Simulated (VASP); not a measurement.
A run of VASP 6.6.1 is set up as follows.

The input INCAR:

```
ALGO = Normal
DIPOL = 0.5 0.5 0.500
EDIFF = 1E-7
ENCUT = 520
GGA = PE
IDIPOL = 3
ISIF = 2
ISMEAR = -1
LASPH = True
LCHARG = True
LDIPOL = True
LELF = True
LREAL = False
LVACPOTAV = True
LVHAR = True
LWAVE = False
NBANDS = 36
NELM = 100
PREC = Accurate
SIGMA = 0.1
```

File KPOINTS:

```
k-points
0
Gamma
  15 15 1
```

The input POSCAR:

```
Cu
1.0
    2.5665139635      0.0000000000      0.0000000000
   -1.2832569818      2.2226662916      0.0000000000
    0.0000000000      0.0000000000     24.3822000000
Cu
5
Direct
    0.8333333333      0.1666666667      0.3289492305
    0.1666666667      0.8333333333      0.4141867610
    0.5000000000      0.5000000000      0.4999999962
    0.8333333333      0.1666666667      0.5858132363
    0.1666666667      0.8333333333      0.6710507761
```

Potentials or basis: VASP PAW PBE potentials, release 64 (Cu).

Run with:

```bash
$ cat potpaw_PBE.64/Cu/POTCAR > POTCAR
$ mpirun -np 1 vasp_std > vasp.out
```

Q: Predict the largest force.

A: 0.019 eV/Å.

Forces on the atoms (eV/Å):
```
Cu   0.000  0.000 -0.019
Cu   0.000  0.000  0.000
Cu   0.000  0.000  0.000
Cu   0.000  0.000  0.000
Cu   0.000  0.000  0.019
```
